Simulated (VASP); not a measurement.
A run of VASP 6.6.1 is set up as follows.

Contents of INCAR:

```
SYSTEM = Zr
PREC = Accurate
ENCUT = 520
EDIFF = 1E-6
ISMEAR = 0
SIGMA = 0.1
LREAL = .FALSE.
LASPH = .TRUE.
NELM = 80
ALGO = Fast
ISIF = 2
LWAVE = .FALSE.
LCHARG = .FALSE.
GGA = PE
NBANDS = 19
```

Contents of KPOINTS:

```
Automatic mesh
0
G
  6 6 4
  0 0 0
```

POSCAR

```
Zr
1.0
    3.2325339349      0.0000000000      0.0000000000
   -1.6162669675      2.7994565062      0.0000000000
    0.0000000000      0.0000000000      5.1711459580
Zr
2
Direct
    0.3333333333      0.6666666667      0.2500000000
    0.6666666667      0.3333333333      0.7500000000
```

Potentials or basis: VASP PAW PBE potentials, release 64 (Zr_sv).

The run is started by

```bash
$ cat potpaw_PBE.64/Zr_sv/POTCAR > POTCAR
$ mpirun -np 1 vasp_std > vasp.out
```

Predict the pressure.

-0.2 GPa.

Predict the band gap on the k mesh.

zero (band 12 reaches 9.81 eV, above the bottom of band 13 at 8.90 eV).

Stress tensor (GPa, compression positive):
```
-0.37  0.00  0.00
 0.00 -0.37  0.00
 0.00  0.00  0.18
```

Caveat: the k points lie up to 0.37 Å⁻¹ apart.
